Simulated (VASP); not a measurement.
Runs of VASP 6.6.1 on Te. The structure is that of space group Fm-3m (No. 225), or close to it. The cells are those of the table. This isn't the form of Te at room conditions, which is trigonal, of chains.

```csv
task,cell,k mesh,cutoff (eV),gap on the mesh (eV),pressure (GPa)
relaxation of cell and atoms,"relaxed from a = 3.442 Å, angles 60.0°, 1 atom",11 × 11 × 11,600,none,0.0
single point,"a = 3.344 Å, angles 60.0°, 1 atom",11 × 11 × 11,520,none,0.0
single point,"a = 3.204 Å, angles 60.0°, 1 atom",19 × 19 × 19,520,none,(b)
single point,"a = 3.252 Å, angles 60.0°, 1 atom",19 × 19 × 19,520,none,6.7
single point,"a = 3.431 Å, angles 60.0°, 1 atom",19 × 19 × 19,520,none,-4.4
single point,"a = 3.473 Å, angles 60.0°, 1 atom",19 × 19 × 19,520,none,-5.9
single point,"a = 3.299 Å, angles 60.0°, 1 atom",19 × 19 × 19,520,none,(a)
single point,"a = 3.388 Å, angles 60.0°, 1 atom",19 × 19 × 19,520,none,-2.5
```

Alike in all rows: level LDA; potentials or basis VASP PAW LDA potentials, release 64 (Te); no spin polarisation; smearing fermi-dirac 0.1 eV.

Problem. Estimate the missing entries.

Solution. (a) 2.9; (b) 11.5.

Caveats: spin-orbit coupling is left out, which moves the levels of the heavy elements; the cell stands under pressure (at least some runs); the cell stands under tension (at least some runs).

A k mesh can miss the band edges, and the runs leave out spin-orbit coupling on Te.

A gap of «none» marks levels without a gap at the run's occupations.
